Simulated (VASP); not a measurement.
BAs:

```xyz
2
Lattice="0.0000 2.3885 2.3885 2.3885 0.0000 2.3885 2.3885 2.3885 0.0000" Properties=species:S:1:pos:R:3 pbc="T T T"
As    3.5827    3.5827    3.5827
B     0.0000    0.0000    0.0000
```

- Program: VASP 6.6.1
- Task: relaxation of cell and atoms
- Functional: RPBE
- Dispersion: D3(BJ)
- Potentials or basis: VASP PAW PBE potentials, release 64 (As_d, B)
- Cutoff: 600 eV
- k mesh: 10 × 10 × 10
- Occupations: fermi-dirac, width 0.05 eV
- Spin: no spin polarisation

At the start: pressure -13.5 GPa; volume 13.63 Å³/atom.

Where does the relaxation end?

Over 3 steps the energy falls by 62.1 meV/atom and the volume is 12.29 Å³/atom (-9.8 %); space group F-43m (No. 216, to 0.05 Å).

The path:
```csv
step,energy change (eV),largest force (eV/Å),pressure (GPa),volume (Å³)
1,0.0000,0.0000,-13.48,27.25
2,-0.0656,0.0000,12.54,22.98
3,-0.1241,0.0000,-0.05,24.58
```

Final structure:
```xyz
2
Lattice="0.0000 2.3077 2.3077 2.3077 0.0000 2.3077 2.3077 2.3077 0.0000" Properties=species:S:1:pos:R:3 pbc="T T T"
As    3.4615    3.4615    3.4615
B     0.0000    0.0000    0.0000
```

Caveat: the PAW data sets were made with another functional, which shifts forces and pressure a little.
